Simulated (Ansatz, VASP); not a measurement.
# One calculation of Fe, two programs

File INCAR:

```
PREC = Accurate
ENCUT = 520
EDIFF = 1E-6
ISMEAR = 0
SIGMA = 0.15
LREAL = F
LASPH = T
NELM = 150
ALGO = Normal
ISIF = 2
LWAVE = F
LCHARG = F
LNONCOLLINEAR = T
MAGMOM = -1.469 2.08 0.123
LORBIT = 11
LMAXMIX = 4
GGA = CA
NBANDS = 19
```

The input KPOINTS:

```
Automatic mesh
0
Gamma
  10 10 10
```

Contents of POSCAR:

```
Fe
1.0
   -1.4713013028      1.4713013028      1.4713013028
    1.4713013028     -1.4713013028      1.4713013028
    1.4713013028      1.4713013028     -1.4713013028
Fe
1
Direct
    0.0000000000      0.0000000000      0.0000000000
```

input.yaml

```yaml
crystal:
  lattice:
    - [-1.4713013028, 1.4713013028, 1.4713013028]
    - [1.4713013028, -1.4713013028, 1.4713013028]
    - [1.4713013028, 1.4713013028, -1.4713013028]
  atoms:
    - { symbol: Fe, position: [0.0, 0.0, 0.0], spin: 2.549, spin_axis: [-0.576212, 0.815875, 0.048246] }
kpoints:
  mp_grid: { grid: [10, 10, 10] }
scf:
  occupations: { method: gaussian, width: 0.15 }
hamiltonian:
  xc: lda
  pseudopotentials: { kind: all_electron, lapw: { basis_error: 0.001 } }
magnetization:
  noncollinear: true
output:
  forces: true
  stress: true
  eigenvalues: true
```

Change from the starting cell: volume scaled by 1.06.

Alike in both runs: task single point; functional LDA; k mesh 10 × 10 × 10; occupations gaussian, width 0.15 eV; non-collinear spin.

|  | VASP | Ansatz |
| --- | --- | --- |
| version | VASP 6.6.1 | Ansatz 0.2.0 |
| potentials or method | VASP PAW LDA potentials, release 64 (Fe), cutoff 520 eV | all-electron LAPW, scalar-relativistic |

|  | VASP | Ansatz | Ansatz less VASP |
| --- | --- | --- | --- |
| gap on the k mesh at the Fermi level (eV) | none | none | - |
| pressure (GPa) | -32.2 | -31.7 | +0.48 |
| net moment per atom (μB) | 2.25 | 2.28 | +0.038 |
| size of the moment on the site where the two differ most (μB) | 2.24 | 2.23 | -0.002 |

LDA's correlation is that of Perdew and Zunger in VASP and of Perdew and Wang (1992) in Ansatz. Site moments also hang on the region over which each program counts them. A gap of «none» marks a metal or a gap that the smearing closes. Both programs put the cell under strong tension, so it lies far from rest at this level. Ansatz ran all-electron here, and VASP with PAW potentials.

Noted on VASP's run: the cell as given lies far from equilibrium. Noted on Ansatz's run: the k mesh is thin for a metal, which can move the energy by tens of meV per atom; the magnetic state may not be the lowest.
